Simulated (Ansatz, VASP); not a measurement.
## Zr2PdS3 in VASP and in Ansatz

The input INCAR:

```
SYSTEM = Zr2PdS3
PREC = Accurate
ENCUT = 600
EDIFF = 1E-6
ISMEAR = 0
SIGMA = 0.1
LREAL = .False.
LASPH = .True.
NELM = 100
ALGO = Normal
ISIF = 3
LWAVE = .False.
LCHARG = .False.
GGA = PE
IBRION = 2
NSW = 90
EDIFFG = -0.04
```

Contents of KPOINTS:

```
Automatic mesh
0
Gamma
  4 4 4
  0 0 0
```

POSCAR

```
Zr2PdS3
1.0
    3.9556635700      0.0000000000      0.0000000000
    0.0000000000      3.9556635700      0.0000000000
    0.0000000000      0.0000000000      6.5799931600
Zr Pd S
2 1 3
Direct
    0.5000000000      0.0000000000      0.2671410100
    0.0000000000      0.5000000000      0.7328589900
    0.5000000000      0.5000000000      0.0000000000
    0.0000000000      0.0000000000      0.0000000000
    0.5000000000      0.0000000000      0.6756250300
    0.0000000000      0.5000000000      0.3243749700
```

Input for Ansatz:

```yaml
crystal:
  lattice:
    - [3.95566357, 0.0, 0.0]
    - [0.0, 3.95566357, 0.0]
    - [0.0, 0.0, 6.57999316]
  atoms:
    - { symbol: Zr, position: [0.5, 0.0, 0.26714101] }
    - { symbol: Zr, position: [0.0, 0.5, 0.73285899] }
    - { symbol: Pd, position: [0.5, 0.5, 0.0] }
    - { symbol: S, position: [0.0, 0.0, 0.0] }
    - { symbol: S, position: [0.5, 0.0, 0.67562503] }
    - { symbol: S, position: [0.0, 0.5, 0.32437497] }
basis:
  ecutwfc: 420
kpoints:
  mp_grid: { grid: [4, 4, 4] }
hamiltonian:
  xc: pbe
scf:
  occupations: { method: gaussian, width: 0.1 }
  lower_state_search: "off"
output:
  forces: true
  stress: true
  eigenvalues: true
relax:
  adjacent_minimum: "off"
  f_tol: 0.04
  max_steps: 70
  cell: { stress_tol: 0.4 }
```

Change from the starting cell: species swapped into the Mn3CoAs2 type (P-4m2, No. 115).

Alike in both runs: task relaxation of cell and atoms; functional PBE; k mesh 4 × 4 × 4; occupations gaussian, width 0.1 eV; no spin polarisation.

|  | VASP | Ansatz |
| --- | --- | --- |
| version | VASP 6.6.1 | Ansatz 0.2.0 |
| potentials or method | VASP PAW PBE potentials, release 64 (Zr_sv, Pd, S), cutoff 600 eV | scalar-relativistic, plane waves, PAW |
| valence electrons in the cell | 52 | 60 |

```csv
,VASP,Ansatz,Ansatz less VASP
"gap on the k mesh at the Fermi level, each at its own relaxed structure (eV)",none,none,-
relaxed volume (Å³/atom),17.11,17.15,+0.036
relaxed cell length with the largest relative difference (Å),3.638,3.643,+0.0047
```

A gap of «none» marks a metal or a gap that the smearing closes. VASP's potentials hold 52 valence electrons a cell and Ansatz's 60, so a difference there can come from the potentials and not from the codes.

The k mesh is coarse, so the values compare programs but aren't converged.
